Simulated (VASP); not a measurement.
# B4N4H18 in VASP: single point with PBE

Aim: the single point of B4N4H18 with PBE.

Everything below comes from runs of VASP 6.6.1. Logs are shortened: lines on timing, memory, paths and dates and some standing lists are left out, and cuts for length are marked.

## 1. The cell of the first run

The cell holds a cluster in a box, 26 atoms: a = 12.000 Å, b = 12.300 Å, c = 12.600 Å, α = 90.00°, β = 90.00°, γ = 90.00°.

## 2. Single point, PBE

INCAR reads:

```
  PREC = Accurate
  ENCUT = 520
  EDIFF = 1E-7
  ISMEAR = 0
  SIGMA = 0.05
  LREAL = Auto
  LASPH = True
  NELM = 100
  ALGO = Normal
  ISIF = 2
  LWAVE = False
  LCHARG = False
  GGA = PE
  NBANDS = 44
```

KPOINTS reads:

```
regular mesh
0
Gamma
  1 1 1
```

POSCAR reads:

```
B2H9N2
1.0
   12.0000000000      0.0000000000      0.0000000000
    0.0000000000     12.3000000000      0.0000000000
    0.0000000000      0.0000000000     12.6000000000
B N H
4 4 18
Direct
    0.5424649070      0.4585867802      0.5404138581
    0.5509849255      0.6030681128      0.3994043199
    0.3943292913      0.4502642328      0.3994085937
    0.3943389481      0.6030612954      0.5485464726
    0.6170493257      0.5361897517      0.6114121467
    0.6170575963      0.3858382853      0.4646931015
    0.4704256065      0.5288283909      0.4718746616
    0.4628896436      0.3858390796      0.6114082594
    0.5571413517      0.5885382172      0.6451570839
    0.6737049034      0.5080340291      0.6652015358
    0.6523054282      0.5885978329      0.5542651343
    0.6132496967      0.5447839523      0.3438484469
    0.6131949873      0.6600383483      0.4563291913
    0.4988427668      0.6624379099      0.3414247182
    0.5571637433      0.3512665159      0.4135771458
    0.6523908701      0.4443254891      0.4135437086
    0.6736641837      0.3307108987      0.4922242750
    0.3334874496      0.5011486740      0.3414219274
    0.3358787174      0.3895846214      0.4563304798
    0.4540341819      0.3894752308      0.3438628101
    0.3359014182      0.5447829411      0.6078218208
    0.3334906643      0.6624535072      0.4988629973
    0.4540483807      0.6600091272      0.6078725708
    0.4917027387      0.3305853435      0.6652373810
    0.4092274337      0.4443402879      0.6450869000
    0.4091803859      0.3514554899      0.5542462176
```

Potentials or basis: VASP PAW PBE potentials, release 64 (B, N, H).

On the command line:

```sh
cat potpaw_PBE.64/B/POTCAR potpaw_PBE.64/N/POTCAR potpaw_PBE.64/H/POTCAR > POTCAR
mpirun -np 1 vasp_gam > vasp.out
```

OUTCAR:

```text
PREC = Accurate
   ENCUT = 520
   EDIFF = 1E-7
   ISMEAR = 0
   LREAL = Auto
   LASPH = True
   NELM = 100
   ISIF = 2
   GGA = PE

 ion  position               nearest neighbor table
   1  0.542  0.459  0.540-   7 1.50   6 1.58   5 1.59   8 1.59
   2  0.551  0.603  0.399-  14 1.21  12 1.25  13 1.25   7 1.61
   3  0.394  0.450  0.399-  18 1.21  20 1.25  19 1.25   7 1.61
   4  0.394  0.603  0.549-  22 1.21  23 1.25  21 1.25   7 1.61
   5  0.617  0.536  0.611-  10 1.02   9 1.05  11 1.05   1 1.59
   6  0.617  0.386  0.465-  17 1.02  15 1.05  16 1.05   1 1.58
   7  0.470  0.529  0.472-   1 1.50   4 1.61   3 1.61   2 1.61
   8  0.463  0.386  0.611-  24 1.02  25 1.05  26 1.05   1 1.59
   9  0.557  0.589  0.645-   5 1.05
  10  0.674  0.508  0.665-   5 1.02
  11  0.652  0.589  0.554-   5 1.05
  12  0.613  0.545  0.344-   2 1.25
  13  0.613  0.660  0.456-   2 1.25
  14  0.499  0.662  0.341-   2 1.21
[... 10 lines left out ...]
  25  0.409  0.444  0.645-   8 1.05
  26  0.409  0.351  0.554-   8 1.05

  LATTYP: Found a simple orthorhombic cell.
 ALAT       =    12.0000000000
 B/A-ratio  =     1.0250000000
 C/A-ratio  =     1.0500000000

  Lattice vectors:

 A1 = (  12.0000000000,   0.0000000000,   0.0000000000)
 A2 = (   0.0000000000,  12.3000000000,   0.0000000000)
 A3 = (   0.0000000000,   0.0000000000,  12.6000000000)

Analysis of symmetry for initial positions (statically):
=====================================================================
 Subroutine PRICEL returns:
 Original cell was already a primitive cell.

 Routine SETGRP: Setting up the symmetry group for a
 simple orthorhombic supercell.

 Subroutine GETGRP returns: Found  1 space group operations
 (whereof  1 operations were pure point group operations)
 out of a pool of  8 trial point group operations.

The static configuration has the point symmetry C_1 .

Analysis of symmetry for dynamics (positions and initial velocities):
=====================================================================
 Subroutine PRICEL returns:
 Original cell was already a primitive cell.

 Routine SETGRP: Setting up the symmetry group for a
 simple orthorhombic supercell.

 Subroutine GETGRP returns: Found  1 space group operations
 (whereof  1 operations were pure point group operations)
 out of a pool of  8 trial point group operations.

The dynamic configuration has the point symmetry C_1 .

 Subroutine INISYM returns: Found  1 space group operations
 (whereof  1 operations are pure point group operations),
 and found     1 'primitive' translations

----------------------------------------------------------------------------------------

                                     Primitive cell

  volume of cell :    1859.7600

  direct lattice vectors                    reciprocal lattice vectors
    12.000000000  0.000000000  0.000000000     0.083333333  0.000000000  0.000000000
     0.000000000 12.300000000  0.000000000     0.000000000  0.081300813  0.000000000
     0.000000000  0.000000000 12.600000000     0.000000000  0.000000000  0.079365079

  length of vectors
    12.000000000 12.300000000 12.600000000     0.083333333  0.081300813  0.079365079

  position of ions in fractional coordinates (direct lattice)
     0.542464907  0.458586780  0.540413858
     0.550984926  0.603068113  0.399404320
     0.394329291  0.450264233  0.399408594
     0.394338948  0.603061295  0.548546473
     0.617049326  0.536189752  0.611412147
     0.617057596  0.385838285  0.464693102
[... 18 lines left out ...]
     0.409227434  0.444340288  0.645086900
     0.409180386  0.351455490  0.554246218

  ion indices of the primitive-cell ions
   primitive index   ion index
                 1           1
                 2           2
                 3           3
                 4           4
                 5           5
                 6           6
[... 18 lines left out ...]
                25          25
                26          26

----------------------------------------------------------------------------------------

 KPOINTS: regular mesh

Automatic generation of k-mesh.
 Grid dimensions read from file:
 generate k-points for:    1    1    1

 Generating k-lattice:

  Cartesian coordinates                     Fractional coordinates (reciprocal lattice)
     0.083333333  0.000000000  0.000000000     1.000000000  0.000000000  0.000000000
     0.000000000  0.081300813  0.000000000     0.000000000  1.000000000  0.000000000
     0.000000000  0.000000000  0.079365079     0.000000000  0.000000000  1.000000000

  Length of vectors
     0.083333333  0.081300813  0.079365079

  Shift w.r.t. Gamma in fractional coordinates (k-lattice)
     0.000000000  0.000000000  0.000000000

 Subroutine IBZKPT returns following result:
 ===========================================

 Found      1 irreducible k-points:

 Following reciprocal coordinates:
            Coordinates               Weight
  0.000000  0.000000  0.000000      1.000000
   k-points           NKPTS =      1   k-points in BZ     NKDIM =      1   number of bands    NBANDS=     44
   number of dos      NEDOS =    301   number of ions     NIONS =     26
   total plane-waves  NPLWV = 829440
   dimension x,y,z NGX =    90 NGY =   96 NGZ =   96
   dimension x,y,z NGXF=   180 NGYF=  192 NGZF=  192
   ions per type =               4   4  18
   NGX,Y,Z   is equivalent  to a cutoff of  12.47, 12.98, 12.67 a.u.
   NGXF,Y,Z  is equivalent  to a cutoff of  24.94, 25.95, 25.33 a.u.
 SYSTEM =  unknown system
   PREC   = accura    normal or accurate (medium, high low for compatibility)
   ISTART =      0    job   : 0-new  1-cont  2-samecut
   ICHARG =      2    charge: 1-file 2-atom 10-const
   ISPIN  =      1    spin polarized calculation?
   LNONCOLLINEAR =      F non collinear calculations
   LSORBIT =      F    spin-orbit coupling
   LASPH  =      T    aspherical Exc in radial PAW
   ENCUT  =  520.0 eV  38.22 Ry    6.18 a.u.  22.31 22.87 23.43*2*pi/ulx,y,z
   NELM   =    100;   NELMIN=  2; NELMDL= -5     # of ELM steps
   EDIFF  = 0.1E-06   stopping-criterion for ELM
   LREAL  =      T    real-space projection
   EDIFFG = 0.1E-05   stopping-criterion for IOM
   NSW    =      0    number of steps for IOM
   IBRION =     -1    ionic relax: 0-MD 1-quasi-New 2-CG
   NFREE  =      0    steps in history (QN), initial steepest desc. (CG)
   ISIF   =      2    stress and relaxation
   ISYM   =      2    0-nonsym 1-usesym 2-fastsym
   POTIM  = 0.5000    time-step for ionic-motion
   TEBEG  =    0.0;   TEEND  =   0.0 temperature during run
   PSTRESS=    0.0 pullay stress
   NELECT =      50.0000    total number of electrons
   NUPDOWN=      -1.0000    fix difference up-down
   EMIN   =  10.00;   EMAX   =-10.00  energy-range for DOS
   EFERMI =   0.00;   METHOD = LEGACY
   ISMEAR =     0;   SIGMA  =   0.05  broadening in eV -4-tet -1-fermi 0-gaus
   EFERMI_NEDOS =   21; number of points for ismear=-14 and -15
   IALGO  =     38    algorithm
   IMIX   =      4    mixing-type and parameters
     AMIX     =   0.40;   BMIX     =  1.00
     AMIX_MAG =   1.60;   BMIX_MAG =  1.00
  volume/ion in A,a.u.               =      71.53       482.70
  Fermi-wavevector in a.u.,A,eV,Ry     =   0.490432  0.926783  3.272528  0.240524
  Thomas-Fermi vector in A             =   1.493288
   LORBIT       =      0    0 simple, 1 ext, 2 COOP (PROOUT), +10 PAW based schemes
   GGA     = PE    functional components
   LHFCALC =     F    Hartree Fock is set to
   AEXX    =    0.0000 exact exchange contribution
   IVDW    =     0    specifies the selected vdW correction
   LEPSILON=     F    determine dielectric tensor
   LRPA    =     F    only Hartree local field effects (RPA)
 non-spin polarized calculation
 Gauss-broadening in eV      SIGMA  =   0.05
  energy-cutoff  :      520.00
  volume of cell :     1859.76
 maximum number of plane-waves:     25042
 NGX is ok and might be reduce to    90
   NGX = 45   NGY = 45   NGZ = 47

 number of electron      50.0000008 magnetization

 Free energy of the ion-electron system (eV)
  ---------------------------------------------------
  ext. energy  EPLUGINS =         0.00000000
  ---------------------------------------------------
  free energy    TOTEN  =      -126.77236733 eV

  energy without entropy =     -126.77236733  energy(sigma->0) =     -126.77236733

 E-fermi :  -5.0868     XC(G=0):  -1.3992

 val. band max:       -5.3858249789   @ k =   0.0000   0.0000   0.0000
 cond. band min:      -1.5546642782   @ k =   0.0000   0.0000   0.0000
 fundamental gap:      3.8311607007
 Fermi energy:        -5.0867794530

 k-point     1 :       0.0000    0.0000    0.0000
  band No.  band energies     occupation
      1     -24.4315      2.00000
      2     -23.4665      2.00000
      3     -23.4626      2.00000
      4     -19.9622      2.00000
      5     -14.4223      2.00000
      6     -14.4186      2.00000
[... 29 lines left out ...]
     36       1.3995      0.00000
     37       1.4100      0.00000
 [bands above 37 left out]

------------------------ aborting loop because EDIFF is reached ----------------------------------------

  FORCE on cell =-STRESS in cart. coord.  units (eV):
  Direction    XX          YY          ZZ          XY          YZ          ZX
  --------------------------------------------------------------------------------------
  -------------------------------------------------------------------------------------
  Total       -0.3958057     -0.3947195     -0.3929398     -0.0853839     -0.0805924      0.0815367
  in kB       -0.3409853     -0.3400496     -0.3385164     -0.0735580     -0.0694301      0.0702436
  external PRESSURE =      -0.3398504 kB  Pullay stress =       0.0000000 kB

 VOLUME and BASIS-vectors are now :
 -----------------------------------------------------------------------------
  energy-cutoff  :      520.00
  volume of cell :     1859.76
      direct lattice vectors                 reciprocal lattice vectors
    12.000000000  0.000000000  0.000000000     0.083333333  0.000000000  0.000000000
     0.000000000 12.300000000  0.000000000     0.000000000  0.081300813  0.000000000
     0.000000000  0.000000000 12.600000000     0.000000000  0.000000000  0.079365079

 POSITION                                       TOTAL-FORCE (eV/Angst)
 -----------------------------------------------------------------------------------
      6.50958      5.64062      6.80921         0.036534     -0.036047      0.037013
      6.61182      7.41774      5.03249        -0.014543     -0.009750      0.008435
      4.73195      5.53825      5.03255         0.009265      0.013068      0.008025
      4.73207      7.41765      6.91169         0.009497     -0.009465     -0.011982
      7.40459      6.59513      7.70379         0.006467     -0.009373      0.008074
      7.40469      4.74581      5.85513         0.005964     -0.007743      0.009081
[... 18 lines left out ...]
      4.91073      5.46539      8.12809        -0.002998      0.007048      0.005340
      4.91016      4.32290      6.98350        -0.003776     -0.005478     -0.008050
 -----------------------------------------------------------------------------------
    total drift:                                0.000393     -0.000547     -0.002148

  FREE ENERGIE OF THE ION-ELECTRON SYSTEM (eV)
  ---------------------------------------------------
  free  energy   TOTEN  =      -126.7723673256 eV

  energy  without entropy=     -126.7723673256  energy(sigma->0) =     -126.77236733
```

Wall time 9.1 min (1 thread of Intel Xeon 8259CL, shared host); peak memory 1.4 GiB.

Results:

```yaml
Free_energy: -126.7724 eV
Largest_force: 0.063 eV/Å
Gap_between_the_frontier_levels: 3.83 eV
```

Forces on the atoms (eV/Å):
```
B    0.037 -0.036  0.037
B   -0.015 -0.010  0.008
B    0.009  0.013  0.008
B    0.009 -0.009 -0.012
N    0.006 -0.009  0.008
N    0.006 -0.008  0.009
N   -0.030  0.030 -0.030
N    0.010 -0.007  0.008
H   -0.007  0.003  0.005
H   -0.007  0.001 -0.009
H    0.005  0.004 -0.009
H    0.007 -0.007 -0.007
H    0.008  0.007  0.008
H   -0.006  0.009 -0.009
H   -0.007 -0.005 -0.003
H    0.005  0.009 -0.004
H   -0.007  0.008 -0.002
H   -0.010  0.005 -0.009
H   -0.007 -0.008  0.008
H    0.008 -0.008 -0.007
H   -0.007 -0.008  0.008
H   -0.009  0.009 -0.004
H    0.007  0.007  0.008
H   -0.001  0.007 -0.008
H   -0.003  0.007  0.005
H   -0.004 -0.005 -0.008
```
